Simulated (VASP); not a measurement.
Crystal: CdS (Hawleyite).

```
Cd S
1.0
     0.00000    2.87708    2.87708
     2.87708    0.00000    2.87708
     2.87708    2.87708    0.00000
Cd S
1 1
Direct
  0.00000 0.00000 0.00000
  0.75000 0.75000 0.75000
```

Base run:

- Program: VASP 6.6.1
- Functional: PBE
- Potentials or basis: VASP PAW PBE potentials, release 64 (Cd, S)
- Cutoff: 520 eV
- k mesh: 8 × 8 × 8
- Occupations: fermi-dirac, width 0.05 eV
- Spin: non-collinear spin, zero start, spin-orbit coupling
- Starting moments: [[0.0, 0.0, 0.0], [0.0, 0.0, 0.0]] μB

Its results: pressure 6.2 GPa; net moment 0.00 μB per cell.

The run is repeated on the same cell with these changes: occupations from fermi-dirac, width 0.05 eV to fermi-dirac, width 0.1 eV; dispersion from none to D3(BJ). What comes out?

Pressure 3.7 GPa; net moment 0.00 μB per cell.
